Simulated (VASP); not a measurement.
CaF2 (Fluorite): single point with PBE

CaF2 (Fluorite):

```xyz
3
Lattice="0.0000 2.7846 2.7846 2.7846 0.0000 2.7846 2.7846 2.7846 0.0000" Properties=species:S:1:pos:R:3 pbc="T T T"
Ca    0.0000    0.0000    0.0000
F     1.3923    1.3923    1.3923
F     4.1768    4.1768    4.1768
```

```json
{
  "Program": "VASP 6.6.1",
  "Task": "single point",
  "Functional": "PBE",
  "Potentials or basis": "VASP PAW PBE potentials, release 64 (Ca_sv, F)",
  "Cutoff": "600 eV",
  "k mesh": "6 × 6 × 6",
  "Occupations": "gaussian, width 0.01 eV",
  "Spin": "no spin polarisation"
}
```

The pressure is -2.1 GPa and the band gap on the k mesh is 6.94 eV, indirect (least direct gap 7.19 eV).

Levels at points of the mesh, in eV from the valence-band top:
| k point | band 9 | band 10 | band 11 | band 12 | band 13 | band 14 | band 15 | band 16 |
| --- | --- | --- | --- | --- | --- | --- | --- | --- |
| (0.00, 0.00, 0.00) | -1.93 | -0.25 | -0.25 | -0.25 | 6.94 | 8.94 | 8.94 | 10.77 |
| (0.50, 0.00, 0.00) | -1.22 | -1.17 | -0.79 | -0.79 | 9.12 | 9.12 | 9.37 | 10.44 |
| (0.50, 0.50, 0.00) | -1.56 | -0.33 | -0.33 | 0.00 | 7.95 | 9.18 | 9.76 | 10.48 |

Wall time 16 s on 1 thread of Intel(R) Xeon(R) Platinum 8375C CPU @ 2.90GHz (Ice Lake), on a shared host, peak memory 0.18 GiB.

A k mesh can miss the band edges. A hybrid or GW would open this gap; PBE tends to underestimate it.
